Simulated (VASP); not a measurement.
# TaN (Fm-3m) in VASP: a series of runs, part 2 of 2

VASP 6.6.1. Earlier steps stand in the parts before.

**4. Relaxation of cell and atoms, PBEsol, target pressure -1 GPa, at which the enthalpy is minimised**

This run uses another cell than the first one, of 10.58 Å³/atom, 1.010 times its volume.

The input, INCAR:

```
ALGO = Normal
EDIFF = 1E-7
EDIFFG = -0.008
ENCUT = 600
GGA = PS
IBRION = 2
ISIF = 3
ISMEAR = 0
LASPH = True
LCHARG = False
LREAL = False
LWAVE = False
NELM = 100
NSW = 70
PREC = Accurate
PSTRESS = -10.0
SIGMA = 0.1
```

The input, KPOINTS:

```
k-points
0
Gamma
  16 16 16
```

The input, POSCAR:

```
TaN
1.0
    0.0000000000      2.1952429589      2.1952429589
    2.1952429589      0.0000000000      2.1952429589
    2.1952429589      2.1952429589      0.0000000000
Ta N
1 1
Direct
    0.5000000000      0.5000000000      0.5000000000
    0.0000000000      0.0000000000      0.0000000000
```

Potentials or basis: VASP PAW PBE potentials, release 64 (Ta_pv, N).

Launch:

```sh
> cat potpaw_PBE.64/Ta_pv/POTCAR potpaw_PBE.64/N/POTCAR > POTCAR
> mpirun -np 1 vasp_std > vasp.out
```

OUTCAR:

```text
EDIFF = 1E-7
   EDIFFG = -0.008
   ENCUT = 600
   GGA = PS
   IBRION = 2
   ISIF = 3
   ISMEAR = 0
   LASPH = True
   LREAL = False
   NELM = 100
   NSW = 70
   PREC = Accurate
   PSTRESS = -10.0

 ion  position               nearest neighbor table
   1  0.500  0.500  0.500-   2 2.20   2 2.20   2 2.20   2 2.20   2 2.20   2 2.20
   2  0.000  0.000  0.000-   1 2.20   1 2.20   1 2.20   1 2.20   1 2.20   1 2.20

  LATTYP: Found a face centered cubic cell.
 ALAT       =     4.3904859178

  Lattice vectors:

 A1 = (   0.0000000000,   2.1952429589,   2.1952429589)
 A2 = (   2.1952429589,   0.0000000000,   2.1952429589)
 A3 = (   2.1952429589,   2.1952429589,   0.0000000000)

Analysis of symmetry for initial positions (statically):
=====================================================================
 Subroutine PRICEL returns:
 Original cell was already a primitive cell.

 Routine SETGRP: Setting up the symmetry group for a
 face centered cubic supercell.

 Subroutine GETGRP returns: Found 48 space group operations
[... 9 lines left out ...]

 Routine SETGRP: Setting up the symmetry group for a
 face centered cubic supercell.

 Subroutine GETGRP returns: Found 48 space group operations
[... 11 lines left out ...]
                                     Primitive cell

[... 148 lines left out ...]
  Total       -0.3525055     -0.3525055     -0.3525055     -0.0000000      0.0000000     -0.0000000
  in kB      -26.6930805    -26.6930805    -26.6930805     -0.0000000      0.0000000     -0.0000000
  external PRESSURE =     -16.6930805 kB  Pullay stress =     -10.0000000 kB
[... 63 lines left out ...]
--------------------------------------- Ionic step        3  -------------------------------------------

 number of electron      16.0000000 magnetization

 Free energy of the ion-electron system (eV)
  ---------------------------------------------------
  ext. energy  EPLUGINS =         0.00000000
  ---------------------------------------------------
  free energy    TOTEN  =       -23.21378063 eV

  energy without entropy =      -23.20812963  energy(sigma->0) =      -23.21095513

 E-fermi :   9.4767     XC(G=0): -13.6428

 val. band max:        9.4700629837   @ k =  -0.2500   0.3750   0.1250
 cond. band min:       9.4839610691   @ k =  -0.3125   0.3125   0.1250
 fundamental gap:      0.0138980855
 Fermi energy:         9.4767275259

 k-point     1 :       0.0000    0.0000    0.0000
  band No.  band energies     occupation
      1     -26.1990      2.00000
      2     -26.1990      2.00000
      3     -26.1990      2.00000
      4      -9.4017      2.00000
      5       5.6644      2.00000
      6       5.6644      2.00000
      7       5.6644      2.00000
      8       7.3310      2.00000
      9       7.3310      2.00000
     10       7.3310      2.00000
     11       9.5152      0.58672
     12       9.5152      0.58672
[... 331 lines left out ...]
 k-point    24 :      -0.0625    0.0625    0.0000
  band No.  band energies     occupation
      1     -26.2870      2.00000
      2     -26.2222      2.00000
      3     -26.2012      2.00000
      4      -9.1454      2.00000
      5       4.4339      2.00000
      6       4.7503      2.00000
      7       5.0985      2.00000
      8       7.5083      2.00000
      9       7.7417      2.00000
     10       8.0501      2.00000
     11       9.9510      0.00000
     12      10.8278      0.00000

 [... further k-points ...]
[... 5 lines left out ...]
  --------------------------------------------------------------------------------------
  -------------------------------------------------------------------------------------
  Total       -0.1307396     -0.1307396     -0.1307396      0.0000000      0.0000000      0.0000000
  in kB       -9.9472609     -9.9472609     -9.9472609      0.0000000      0.0000000      0.0000000
  external PRESSURE =       0.0527391 kB  Pullay stress =     -10.0000000 kB
[... 21 lines left out ...]
  energy  without entropy=      -23.2081296260  energy(sigma->0) =      -23.21095513

  enthalpy is  TOTEN    =       -23.3452133662 eV   P V=       -0.1314327397

 reached required accuracy - stopping structural energy minimisation
```

OSZICAR:

```text
N       E                     dE             d eps       ncg     rms          rms(c)
DAV:   1     0.954250254322E+02    0.95425E+02   -0.10227E+04  3488   0.158E+03
DAV:   2    -0.217075310220E+02   -0.11713E+03   -0.11086E+03  3980   0.365E+02
[... 23 lines left out ...]
DAV:   1    -0.232223239031E+02   -0.10030E-01   -0.29611E-01  3500   0.725E+00    0.106E+00
DAV:   2    -0.232155792495E+02    0.67447E-02   -0.89642E-03  3716   0.111E+00    0.435E-01
DAV:   3    -0.232137696735E+02    0.18096E-02   -0.54667E-03  3996   0.856E-01    0.730E-02
DAV:   4    -0.232137797835E+02   -0.10110E-04   -0.54224E-05  4208   0.872E-02    0.340E-02
DAV:   5    -0.232137807999E+02   -0.10164E-05   -0.12850E-05  4396   0.363E-02    0.652E-03
DAV:   6    -0.232137805832E+02    0.21672E-06   -0.63672E-07  4032   0.847E-03    0.283E-03
DAV:   7    -0.232137806264E+02   -0.43223E-07   -0.69957E-08  1844   0.254E-03
   3 F= -.23345213E+02 E0= -.23342388E+02  d E =-.525053E-03
```

CONTCAR:

```text
TaN
   1.00000000000000
    -0.0000000000000000    2.1917686761507054    2.1917686761507054
     2.1917686761507054    0.0000000000000000    2.1917686761507054
     2.1917686761507054    2.1917686761507054   -0.0000000000000000
  Ta              N
     1     1
Direct
     0.5000000000000000    0.5000000000000000    0.5000000000000000
     0.0000000000000000    0.0000000000000000    0.0000000000000000

  0.00000000E+00  0.00000000E+00  0.00000000E+00
  0.00000000E+00  0.00000000E+00  0.00000000E+00
```

It took 1.7 min on 1 thread of AMD EPYC 7R13 (Zen 3), shared host; peak memory 0.17 GiB.

What came out:

```
Free energy                                            : -23.2138 eV
Relaxed volume                                         : 10.53 Å³/atom
Relaxed cell                                           : a = 3.100 Å, b = 3.100 Å, c = 3.100 Å, α = 60.00°, β = 60.00°, γ = 60.00°
Space group after relaxing (to 0.05 Å)                 : Fm-3m (No. 225)
Energy change on relaxing (the enthalpy is what falls) : -0.6 meV/atom
Ionic steps                                            : 3
Pressure after relaxing                                : -1.0 GPa
Band gap on the k mesh                                 : zero (band 8 reaches 11.42 eV, above the bottom of band 9 at 7.33 eV)
```

The path:
```tsv
step	energy change (eV)	largest force (eV/Å)	pressure (GPa)	volume (Å³)
1	0.0000	0.0000	-2.67	21.16
2	0.0003	0.0000	3.08	20.82
3	-0.0012	0.0000	-0.99	21.06
```

Final structure:
```
CELL_PARAMETERS angstrom
0.00000 2.19177 2.19177
2.19177 0.00000 2.19177
2.19177 2.19177 0.00000
ATOMIC_POSITIONS crystal
Ta 0.50000 0.50000 0.50000
N 0.00000 0.00000 0.00000
```

Caveat: the cell is relaxed towards a set pressure, so the enthalpy falls and the energy may rise; the PAW data sets were made with another functional, which shifts forces and pressure a little; spin-orbit coupling is left out, which moves the levels of the heavy elements.

**5. Relaxation of cell and atoms, PBEsol, target pressure 90 GPa, at which the enthalpy is minimised**

This run uses another cell than the first one, of 8.77 Å³/atom, 0.837 times its volume.

The input, INCAR:

```
PREC = Accurate
ENCUT = 600
EDIFF = 1E-7
ISMEAR = 0
SIGMA = 0.1
LREAL = False
LASPH = True
NELM = 60
ALGO = Normal
ISIF = 3
LWAVE = False
LCHARG = False
GGA = PS
IBRION = 2
NSW = 70
EDIFFG = -0.008
PSTRESS = 900.0
```

The input, KPOINTS:

```
Automatic mesh
0
Gamma
  18 18 18
```

The input, POSCAR:

```
TaN
1.0
    0.0000000000      2.0621666937      2.0621666937
    2.0621666937      0.0000000000      2.0621666937
    2.0621666937      2.0621666937      0.0000000000
Ta N
1 1
Direct
    0.5000000000      0.5000000000      0.5000000000
    0.0000000000      0.0000000000      0.0000000000
```

Launch:

```sh
> cat potpaw_PBE.64/Ta_pv/POTCAR potpaw_PBE.64/N/POTCAR > POTCAR
> mpirun -np 1 vasp_std > vasp.out
```

Run time: 89 s. Hardware: 1 thread of AMD EPYC 7R13 (Zen 3), shared host; peak memory 0.16 GiB.

Results (log left out):

```yaml
Free_energy: -22.4156 eV
Relaxed_volume: 8.84 Å³/atom
Relaxed_cell: a = 2.924 Å, b = 2.924 Å, c = 2.924 Å, α = 60.00°, β = 60.00°, γ = 60.00°
Space_group_after_relaxing_to_0.05_Å: Fm-3m (No. 225)
Energy_change_on_relaxing_the_enthalpy_is_what_falls: -42.0 meV/atom
Ionic_steps: 3
Pressure_after_relaxing: 89.9 GPa
Band_gap_on_the_k_mesh: zero (band 8 reaches 14.12 eV, above the bottom of band 9 at 8.86 eV)
```

Step by step:
| step | energy change (eV) | largest force (eV/Å) | pressure (GPa) | volume (Å³) |
| --- | --- | --- | --- | --- |
| 1 | 0.0000 | 0.0000 | 95.92 | 17.54 |
| 2 | -0.4146 | 0.0000 | 64.20 | 18.37 |
| 3 | -0.0841 | 0.0000 | 89.90 | 17.68 |

Final structure:
```
Ta N
1.0
     0.00000    2.06784    2.06784
     2.06784    0.00000    2.06784
     2.06784    2.06784    0.00000
Ta N
1 1
Direct
  0.50000 0.50000 0.50000
  0.00000 0.00000 0.00000
```

Levels at points of the mesh, in eV from the Fermi level:
```tsv
k point	band 4	band 5	band 6	band 7	band 8	band 9	band 10	band 11	band 12
(0.00, 0.00, 0.00)	-20.35	-4.32	-4.32	-4.32	-2.73	-2.73	-2.73	0.05	0.05
(0.50, 0.00, 0.00)	-15.96	-12.00	-9.04	-9.04	2.53	2.53	2.65	4.46	9.73
(0.50, 0.50, 0.00)	-19.12	-6.92	-6.82	-4.97	-4.97	2.74	4.72	4.72	6.81
```

Caveat: the cell is relaxed towards a set pressure, so the enthalpy falls and the energy may rise; the PAW data sets were made with another functional, which shifts forces and pressure a little; spin-orbit coupling is left out, which moves the levels of the heavy elements. Zero-point motion and thermal expansion aren't in these numbers.

**6. Single point, PBEsol**

This run uses another cell than the first one, of 10.42 Å³/atom, 0.995 times its volume.

The input, INCAR:

```
PREC = Accurate ; ENCUT = 520
EDIFF = 1E-7 ; ISMEAR = -1
SIGMA = 0.15 ; LREAL = F
LASPH = T ; NELM = 60
ALGO = Normal ; ISIF = 2
LWAVE = F ; LCHARG = F
GGA = PS ; NBANDS = 15
```

The input, KPOINTS:

```
regular mesh
0
Gamma
  16 16 16
```

The input, POSCAR:

```
TaN
1.0
    0.0000000000      2.1843808152      2.1843808152
    2.1843808152      0.0000000000      2.1843808152
    2.1843808152      2.1843808152      0.0000000000
Ta N
1 1
Direct
    0.5000000000      0.5000000000      0.5000000000
    0.0000000000      0.0000000000      0.0000000000
```

Potentials or basis: VASP PAW PBE potentials, release 64 (Ta_pv, N).

Launch:

```sh
> cat potpaw_PBE.64/Ta_pv/POTCAR potpaw_PBE.64/N/POTCAR > POTCAR
> mpirun -np 1 vasp_std > vasp.out
```

It took 25 s on 1 thread of Intel Xeon 6975P-C, shared host; peak memory 0.17 GiB.

The run converged. Its results:

| Item | Value |
| --- | --- |
| Free energy | -23.2398 eV |
| Pressure | 3.0 GPa |
| Band gap on the k mesh | zero (band 8 reaches 11.57 eV, above the bottom of band 9 at 7.42 eV) |

Levels at points of the mesh, in eV from the Fermi level:
| k point | band 6 | band 7 | band 8 | band 9 | band 10 | band 11 |
| --- | --- | --- | --- | --- | --- | --- |
| (0.00, 0.00, 0.00) | -3.84 | -3.84 | -2.17 | -2.17 | -2.17 | 0.04 |
| (0.50, 0.00, 0.00) | -7.72 | -7.72 | 1.98 | 1.98 | 2.08 | 3.88 |
| (0.50, 0.50, 0.00) | -5.63 | -4.65 | -4.65 | 2.17 | 3.69 | 3.69 |

Caveat: the PAW data sets were made with another functional, which shifts forces and pressure a little; spin-orbit coupling is left out, which moves the levels of the heavy elements.

**7. Overview**

| task | cell | k mesh | cutoff (eV) | smearing | gap on the mesh (eV) | pressure (GPa) |
| --- | --- | --- | --- | --- | --- | --- |
| relaxation of cell and atoms | relaxed from a = 3.094 Å, angles 60.0°, 2 atoms | 16 × 16 × 16 | 600 | fermi-dirac 0.15 eV | none | 0.0 |
| relaxation of cell and atoms | relaxed to 12 GPa from a = 3.095 Å, angles 60.0°, 2 atoms | 16 × 16 × 16 | 600 | fermi-dirac 0.15 eV | none | 12.0 |
| relaxation of cell and atoms | relaxed to -1 GPa from a = 3.105 Å, angles 60.0°, 2 atoms | 16 × 16 × 16 | 600 | gaussian 0.1 eV | none | -1.0 |
| relaxation of cell and atoms | relaxed to 90 GPa from a = 2.916 Å, angles 60.0°, 2 atoms | 18 × 18 × 18 | 600 | gaussian 0.1 eV | none | 89.9 |
| single point | a = 3.089 Å, angles 60.0°, 2 atoms | 16 × 16 × 16 | 520 | fermi-dirac 0.15 eV | none | 3.0 |

Alike in all rows: level PBEsol; potentials or basis VASP PAW PBE potentials, release 64 (Ta_pv, N); no spin polarisation.

Caveats: the PAW data sets were made with another functional, which shifts forces and pressure a little; spin-orbit coupling is left out, which moves the levels of the heavy elements; the cell is relaxed towards a set pressure, so the enthalpy falls and the energy may rise (some runs).

Absolute energies hang on the potentials; compare differences alone.
